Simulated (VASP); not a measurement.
Here is a VASP 6.6.1 calculation.

The input INCAR:

```
PREC     = Accurate       # precision mode
ENCUT    = 520            # plane-wave cutoff, eV
EDIFF    = 1E-7           # SCF threshold, eV
ISMEAR   = -1             # smearing method
SIGMA    = 0.1            # smearing width, eV
LREAL    = False          # projectors in reciprocal space
LASPH    = True           # aspherical terms in the spheres
NELM     = 100            # most SCF steps
ALGO     = Normal         # electronic algorithm
ISIF     = 2              # what is computed and relaxed
LWAVE    = False          # write WAVECAR
LCHARG   = True           # write CHGCAR
GGA      = PE             # functional
LELF     = True           # ELF
LVHAR    = True         
NBANDS   = 38             # bands
```

KPOINTS

```
Automatic mesh
0
Gamma
  4 4 4
```

POSCAR

```
TlInH2
1.0
   -3.3287444796      3.3287444796      3.4067410272
    3.3287444796     -3.3287444796      3.4067410272
    3.3287444796      3.3287444796     -3.4067410272
Tl In H
2 2 4
Direct
    0.2500000000      0.2500000000      0.0000000000
    0.7500000000      0.7500000000      0.0000000000
    0.7500000000      0.2500000000      0.5000000000
    0.2500000000      0.7500000000      0.5000000000
    0.6277976682      0.1277976682      0.7555953364
    0.1277976682      0.3722023318      0.5000000000
    0.3722023318      0.8722023318      0.2444046636
    0.8722023318      0.6277976682      0.5000000000
```

Potentials or basis: VASP PAW PBE potentials, release 64 (Tl_d, In_d, H).

Run with:

```console
$ cat potpaw_PBE.64/Tl_d/POTCAR potpaw_PBE.64/In_d/POTCAR potpaw_PBE.64/H/POTCAR > POTCAR
$ mpirun -np 1 vasp_std > vasp.out
```

Question: What does it give for the pressure?

Answer: -0.1 GPa.

Question: What does it give for the band gap on the k mesh?

Answer: Zero (band 28 reaches 5.03 eV, above the bottom of band 29 at 3.80 eV).

Caveat: spin-orbit coupling is left out, which moves the levels of the heavy elements.
